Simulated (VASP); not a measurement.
Al: relaxation of cell and atoms with PBE

The system is Al.

```
CELL_PARAMETERS angstrom
-1.26775 1.26775 1.26775
1.26775 -1.26775 1.26775
1.26775 1.26775 -1.26775
ATOMIC_POSITIONS crystal
Al 0.00000 0.00000 0.00000
```

This isn't the form of Al at room conditions, which is fcc.

```json
{
  "Program": "VASP 6.6.1",
  "Task": "relaxation of cell and atoms",
  "Functional": "PBE",
  "Potentials or basis": "VASP PAW PBE potentials, release 64 (Al)",
  "Cutoff": "600 eV",
  "k mesh": "21 × 21 × 21",
  "Occupations": "fermi-dirac, width 0.08 eV",
  "Spin": "no spin polarisation",
  "Target pressure": "230 GPa",
  "Dipole correction": "no",
  "Further INCAR settings": "ALGO = Normal; EDIFF = 1e-06; IBRION = 2; EDIFFG = -0.005; NSW = 32; ISIF = 3"
}
```

The relaxed volume is 8.16 Å³/atom, the relaxed cell is a = 2.197 Å, b = 2.197 Å, c = 2.197 Å, α = 109.47°, β = 109.47°, γ = 109.47° and the space group after relaxing (to 0.1 Å) is Im-3m (No. 229). The energy change on relaxing (the run minimises the enthalpy) is -18.9 meV/atom and the ionic steps are 3. The pressure after relaxing is 230.0 GPa and the band gap on the k mesh is zero (an odd number of electrons rules out a gap without spin polarisation).

The path:
| step | energy change (eV) | largest force (eV/Å) | pressure (GPa) | volume (Å³) |
| --- | --- | --- | --- | --- |
| 1 | 0.0000 | 0.0000 | 231.26 | 8.15 |
| 2 | -0.1081 | 0.0000 | 224.14 | 8.23 |
| 3 | -0.0189 | 0.0000 | 230.01 | 8.16 |

Final structure:
```yaml
crystal:
  lattice:
    - [-1.26843, 1.26843, 1.26843]
    - [1.26843, -1.26843, 1.26843]
    - [1.26843, 1.26843, -1.26843]
  atoms:
    - { symbol: Al, position: [0.00000, 0.00000, 0.00000] }
```

Levels at points of the mesh, in eV from the Fermi level:
```
           k point  band 1  band 2  band 3  band 4  band 5
(0.00, 0.00, 0.00)  -16.69   18.59   18.59   18.59   23.06
```

It took 29 s on 1 thread of Intel Xeon 8259CL, on a shared host, peak memory 0.13 GiB.

Caveat: the cell is relaxed towards a set pressure, so the run minimises the enthalpy, not the energy.
